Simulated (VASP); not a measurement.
**P: single point with RPBE**

The system is P.

```
CELL_PARAMETERS angstrom
0.00000 2.77058 2.77058
2.77058 0.00000 2.77058
2.77058 2.77058 0.00000
ATOMIC_POSITIONS crystal
P 0.12500 0.12500 0.12500
P 0.87500 0.87500 0.87500
```

```json
{
  "Program": "VASP 6.6.1",
  "Task": "single point",
  "Functional": "RPBE",
  "Potentials or basis": "VASP PAW PBE potentials, release 64 (P)",
  "Cutoff": "520 eV",
  "k mesh": "10 × 10 × 10",
  "Occupations": "fermi-dirac, width 0.1 eV",
  "Spin": "no spin polarisation",
  "Dipole correction": "no",
  "Further INCAR settings": "ALGO = Normal; EDIFF = 1e-06; NBANDS = 12"
}
```

The pressure is -0.3 GPa and the band gap on the k mesh is zero (band 5 reaches 6.62 eV, above the bottom of band 6 at 4.63 eV).

Levels at points of the mesh, in eV from the Fermi level:
```tsv
k point	band 1	band 2	band 3	band 4	band 5	band 6	band 7	band 8	band 9	band 10
(0.00, 0.00, 0.00)	-14.68	-3.61	-2.92	-2.92	-2.92	0.17	0.17	0.17	6.16	6.87
(0.50, 0.00, 0.00)	-12.89	-9.69	-3.92	-3.92	-2.32	1.42	1.42	5.63	8.23	8.49
(0.50, 0.50, 0.00)	-11.23	-11.23	-5.15	-5.15	-0.98	-0.98	5.61	5.61	8.44	8.44
```

Wall time 41 s on 1 thread of Intel Xeon 6975P-C, on a shared host, peak memory 0.16 GiB.

Caveat: the PAW data sets were made with another functional, which shifts forces and pressure a little.
